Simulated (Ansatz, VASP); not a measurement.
# Mg2BeS3: VASP beside Ansatz

```
CELL_PARAMETERS angstrom
6.07012 0.00000 0.00000
-3.03506 5.25688 0.00000
0.00000 0.00000 3.45391
ATOMIC_POSITIONS crystal
Mg 0.33333 0.66667 0.50000
Mg 0.66667 0.33333 0.50000
Be 0.00000 0.00000 0.00000
S 0.33378 0.00000 0.00000
S 0.00000 0.33378 0.00000
S 0.66622 0.66622 0.00000
```

Alike in both runs: functional PBE; k mesh 3 × 3 × 3; occupations gaussian, width 0.15 eV; no spin polarisation.

Ansatz relaxed the structure, and its values are those at the end. VASP's run is a single point on that final structure, the one shown.

|  | VASP | Ansatz |
| --- | --- | --- |
| version | VASP 6.6.1 | Ansatz 0.2.0 |
| potentials or method | VASP PAW PBE potentials, release 64 (Mg, Be, S), cutoff 600 eV | scalar-relativistic, plane waves, PAW |
| valence electrons in the cell | 24 | 40 |

|  | VASP | Ansatz | Ansatz less VASP |
| --- | --- | --- | --- |
| gap on the k mesh at the Fermi level (eV) | 2.39 | 2.39 | -0.001 |
| least direct gap on the mesh (eV) | 2.57 | 2.59 | +0.011 |
| pressure (GPa) | 0.4 | 0.6 | +0.16 |
| rms of the force components (eV/Å) | 0.012 | 0.005 | -0.0067 |

VASP's potentials hold 24 valence electrons a cell and Ansatz's 40, so a difference there can come from the potentials and not from the codes.

The k mesh is coarse, so the values compare programs but aren't converged.
